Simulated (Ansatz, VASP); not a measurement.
# WS2 in VASP and in Ansatz

POSCAR

```
WS2
1.0
    3.1814117282      0.0000000000      0.0000000000
   -1.5907058641      2.7551833765      0.0000000000
    0.0000000000      0.0000000000     24.1026889086
W S
2 4
Direct
    0.3333333333      0.6666666667      0.6379434935
    0.6666666667      0.3333333333      0.3620565065
    0.3333333333      0.6666666667      0.2962425097
    0.6666666667      0.3333333333      0.5721038223
    0.3333333333      0.6666666667      0.4278961777
    0.6666666667      0.3333333333      0.7037574903
```

INCAR.step1

```
SYSTEM = WS2
PREC = Accurate
ENCUT = 520
ISMEAR = 0
SIGMA = 0.05
LREAL = .FALSE.
LASPH = .TRUE.
NELM = 80
NBANDS = 35
GGA = PE
ALGO = Normal
EDIFF = 1E-4
LWAVE = .TRUE.
LCHARG = .FALSE.
```

File INCAR.step2:

```
SYSTEM = WS2
PREC = Accurate
ENCUT = 520
EDIFF = 1E-6
ISMEAR = 0
SIGMA = 0.05
LREAL = .FALSE.
LASPH = .TRUE.
NELM = 80
ALGO = Normal
ISIF = 2
LWAVE = .FALSE.
LCHARG = .TRUE.
METAGGA = R2SCAN
LMIXTAU = .TRUE.
LELF = .TRUE.
LVHAR = .TRUE.
NBANDS = 35
ISTART = 1
```

File KPOINTS:

```
Automatic mesh
0
G
  12 12 2
  0 0 0
```

Input for Ansatz:

```yaml
crystal:
  lattice:
    - [3.1814117282, 0.0, 0.0]
    - [-1.5907058641, 2.7551833765, 0.0]
    - [0.0, 0.0, 24.1026889086]
  atoms:
    - { symbol: W, position: [0.3333333333, 0.6666666667, 0.6379434935] }
    - { symbol: W, position: [0.6666666667, 0.3333333333, 0.3620565065] }
    - { symbol: S, position: [0.3333333333, 0.6666666667, 0.2962425097] }
    - { symbol: S, position: [0.6666666667, 0.3333333333, 0.5721038223] }
    - { symbol: S, position: [0.3333333333, 0.6666666667, 0.4278961777] }
    - { symbol: S, position: [0.6666666667, 0.3333333333, 0.7037574903] }
basis:
  ecutwfc: 500
kpoints:
  mp_grid: { grid: [12, 12, 2] }
hamiltonian:
  xc: r2scan
scf:
  occupations: { method: gaussian, width: 0.05 }
output:
  forces: true
  stress: true
  eigenvalues: true
```

Change from the starting cell: strain +0.0175 x Voigt [0, 0, 1, 0, 0, 0], atoms carried along.

Alike in both runs: task single point; functional r2SCAN; k mesh 12 × 12 × 2; occupations gaussian, width 0.05 eV; no spin polarisation.

|  | VASP | Ansatz |
| --- | --- | --- |
| version | VASP 6.6.1 | Ansatz 0.2.0 |
| potentials or method | VASP PAW PBE potentials, release 64 (W_sv, S), cutoff 520 eV | scalar-relativistic, plane waves, PAW |
| valence electrons in the cell | 52 | 52 |

VASP gave:

* gap on the k mesh at the Fermi level (eV): 1.79
* least direct gap on the mesh (eV): 1.97
* rms of the force components (eV/Å): 0.247

Task: Estimate Ansatz's values.

Result: gap on the k mesh at the Fermi level (eV): 1.78; least direct gap on the mesh (eV): 1.97; rms of the force components (eV/Å): 0.257.

VASP's potentials were made for PBE, not for r2SCAN. Atom by atom the forces differ by 0.010 eV/Å (rms over components).

Neither program's run includes spin-orbit coupling.
